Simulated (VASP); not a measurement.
The system is CoSi.

```
Co Si
1.0
     4.43800    0.00000    0.00000
     0.00000    4.43800    0.00000
     0.00000    0.00000    4.43800
Co Si
4 4
Direct
  0.14000 0.14000 0.14000
  0.36000 0.86000 0.64000
  0.64000 0.36000 0.86000
  0.86000 0.64000 0.36000
  0.84300 0.84300 0.84300
  0.65700 0.15700 0.34300
  0.34300 0.65700 0.15700
  0.15700 0.34300 0.65700
```

| Property | Result |
| --- | --- |
| Program | VASP 6.6.1 |
| Task | relaxation of cell and atoms |
| Functional | PBE |
| Potentials or basis | VASP PAW PBE potentials, release 64 (Co, Si) |
| Cutoff | 600 eV |
| k mesh | 6 × 6 × 6 |
| Occupations | fermi-dirac, width 0.02 eV |
| Spin | no spin polarisation |

At the start: pressure -0.4 GPa; volume 10.93 Å³/atom.

Task: How do energy, volume and symmetry change on relaxing?

Result: Over 7 steps the energy falls by 2.8 meV/atom and the volume is 10.86 Å³/atom (-0.6 %); space group P2_13 (No. 198, to 0.05 Å).

The path:
```csv
step,energy change (eV),largest force (eV/Å),pressure (GPa),volume (Å³)
1,0.0000,0.2714,-0.42,87.41
2,-0.0124,0.1878,0.20,87.05
3,-0.0192,0.0772,1.16,86.54
4,-0.0181,0.0609,-1.67,87.54
5,-0.0218,0.0522,-0.15,87.00
6,-0.0223,0.0117,-0.01,86.92
7,-0.0223,0.0018,0.02,86.90
```

Final structure:
```
Co Si
1.0
     4.42941    0.00000    0.00000
     0.00000    4.42941    0.00000
     0.00000    0.00000    4.42941
Co Si
4 4
Direct
  0.14512 0.14512 0.14512
  0.35488 0.85488 0.64512
  0.64512 0.35488 0.85488
  0.85488 0.64512 0.35488
  0.84322 0.84322 0.84322
  0.65678 0.15678 0.34322
  0.34322 0.65678 0.15678
  0.15678 0.34322 0.65678
```
